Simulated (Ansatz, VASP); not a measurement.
BN in VASP and in Ansatz

File INCAR:

```
SYSTEM = BN
PREC = Accurate ; ENCUT = 520
EDIFF = 1E-6 ; ISMEAR = 0
SIGMA = 0.05 ; LREAL = .False.
LASPH = .True. ; NELM = 80
ALGO = Normal ; ISIF = 2
LWAVE = .False. ; LCHARG = .True.
GGA = PS ; LELF = .True.
LVHAR = .True. ; NBANDS = 16
```

KPOINTS

```
Automatic mesh
0
Gamma
  12 12 4
  0 0 0
```

The input POSCAR:

```
BN
1.0
    2.5043488457      0.0000000000      0.0000000000
   -1.2521744229      2.1688297203      0.0000000000
    0.0000000000      0.0000000000      7.0190956742
B N
2 2
Direct
    0.3667358805      0.6911190283      0.2500000000
    0.7000692138      0.3577856949      0.7500000000
    0.3333333333      0.6666666667      0.7500000000
    0.6666666667      0.3333333333      0.2500000000
```

Input for Ansatz:

```yaml
crystal:
  lattice:
    - [2.5043488457, 0.0, 0.0]
    - [-1.2521744229, 2.1688297203, 0.0]
    - [0.0, 0.0, 7.0190956742]
  atoms:
    - { symbol: B, position: [0.3667358805, 0.6911190283, 0.25] }
    - { symbol: B, position: [0.7000692138, 0.3577856949, 0.75] }
    - { symbol: "N", position: [0.3333333333, 0.6666666667, 0.75] }
    - { symbol: "N", position: [0.6666666667, 0.3333333333, 0.25] }
basis:
  ecutwfc: 420
kpoints:
  mp_grid: { grid: [12, 12, 4] }
hamiltonian:
  xc: pbesol
scf:
  occupations: { method: gaussian, width: 0.05 }
output:
  forces: true
  stress: true
  eigenvalues: true
  write_density: true
  write_potential: true
  elf: true
  volumetric_format: npy
```

Change from the starting cell: all B atoms moved +0.075 Å, as atom 1 along Cartesian [1 1 0].

Alike in both runs: task single point; functional PBEsol; k mesh 12 × 12 × 4; occupations gaussian, width 0.05 eV; no spin polarisation.

```csv
,VASP,Ansatz
version,VASP 6.6.1,Ansatz 0.2.0
potentials or method,"VASP PAW PBE potentials, release 64 (B, N), cutoff 520 eV","scalar-relativistic, plane waves, PAW"
valence electrons in the cell,16,16
```

VASP gave:

```
gap on the k mesh at the Fermi level (eV)                     : 4.13
least direct gap on the mesh (eV)                             : 4.55
pressure (GPa)                                                : 2.3
traceless stress, the component that is largest in VASP (GPa) : -2.42
rms of the force components (eV/Å)                            : 1.821
```

Task: Estimate Ansatz's values.

Result: gap on the k mesh at the Fermi level (eV): 4.14; least direct gap on the mesh (eV): 4.56; pressure (GPa): 2.1; traceless stress, the component that is largest in VASP (GPa): -2.03; rms of the force components (eV/Å): 1.823.

VASP's potentials were made for PBE, not for PBEsol. Atom by atom the forces differ by 0.001 eV/Å (rms over components).
